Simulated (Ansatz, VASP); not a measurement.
# Two plane-wave programs on Si2Ni

```
CELL_PARAMETERS angstrom
-1.34653 1.34653 3.29870
1.34653 -1.34653 3.29870
1.34653 1.34653 -3.29870
ATOMIC_POSITIONS crystal
Ni 0.00000 0.00000 0.00000
Si 0.33408 0.33408 0.00000
Si 0.66592 0.66592 0.00000
```

Change from the starting cell: volume scaled by 0.62, PAW files.

Alike in both runs: task single point; functional PBE; k mesh 14 × 14 × 14; occupations fermi-dirac, width 0.05 eV; no spin polarisation.

|  | VASP | Ansatz |
| --- | --- | --- |
| version | VASP 6.6.1 | Ansatz 0.2.0 |
| potentials or method | VASP PAW PBE potentials, release 64 (Ni, Si) | PAW with Ansatz's default frozen-core files, scalar-relativistic |
| plane-wave cutoff (eV) | 520 | 420 |
| valence electrons in the cell | 18 | 26 |

```csv
,VASP,Ansatz,Ansatz less VASP
pressure (GPa),182.0,182.2,+0.14
```

Both programs put the cell under a high pressure, so it lies far from rest at this level. The functional is the same, so the differences come from potentials, cutoffs and numerics. VASP's potentials hold 18 valence electrons a cell and Ansatz's 26, so a difference there can come from the potentials and not from the codes.

Noted on VASP's run: the cell as given lies far from equilibrium.
